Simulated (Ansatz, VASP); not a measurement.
NbN in VASP and in Ansatz

INCAR

```
PREC     = Accurate       # precision mode
ENCUT    = 520            # plane-wave cutoff, eV
EDIFF    = 1E-8           # SCF threshold, eV
ISMEAR   = -1             # smearing method
SIGMA    = 0.08           # smearing width, eV
LREAL    = F              # projectors in reciprocal space
LASPH    = T              # aspherical terms in the spheres
NELM     = 120            # most SCF steps
ALGO     = Normal         # electronic algorithm
ISIF     = 2              # what is computed and relaxed
LWAVE    = F              # write WAVECAR
LCHARG   = F              # write CHGCAR
GGA      = PE             # functional
LEFG     = T            
NBANDS   = 16             # bands
GGA_COMPAT= F
```

File KPOINTS:

```
Automatic mesh
0
Gamma
  13 13 13
```

File POSCAR:

```
NbN
1.0
    0.0000000000      2.1797713683      2.1797713683
    2.1797713683      0.0000000000      2.1797713683
    2.1797713683      2.1797713683      0.0000000000
Nb N
1 1
Direct
    0.5000000000      0.5000000000      0.5000000000
    0.0000000000      0.0000000000      0.0000000000
```

Input for Ansatz:

```yaml
crystal:
  lattice:
    - [0.0, 2.1797713683, 2.1797713683]
    - [2.1797713683, 0.0, 2.1797713683]
    - [2.1797713683, 2.1797713683, 0.0]
  atoms:
    - { symbol: Nb, position: [0.5, 0.5, 0.5] }
    - { symbol: "N", position: [0.0, 0.0, 0.0] }
kpoints:
  mp_grid: { grid: [13, 13, 13] }
scf:
  occupations: { method: fermi_dirac, width: 0.08 }
hamiltonian:
  xc: pbe
  pseudopotentials: { kind: paw }
output:
  forces: true
  stress: true
  eigenvalues: true
  efg: { contact_densities: true }
  write_density: true
  write_potential: true
  elf: true
  volumetric_format: npy
```

Change from the starting cell: volume scaled by 0.98, PAW files.

Alike in both runs: task electric field gradients; functional PBE; k mesh 13 × 13 × 13; occupations fermi-dirac, width 0.08 eV; no spin polarisation.

```csv
,VASP,Ansatz
version,VASP 6.6.1,Ansatz 0.2.0
potentials or method,"VASP PAW PBE potentials, release 64 (Nb_sv, N)","PAW with Ansatz's default frozen-core files, scalar-relativistic"
plane-wave cutoff (eV),520,420
valence electrons in the cell,18,18
```

```tsv
	VASP	Ansatz	Ansatz less VASP
pressure (GPa)	13.6	14.2	+0.61
```
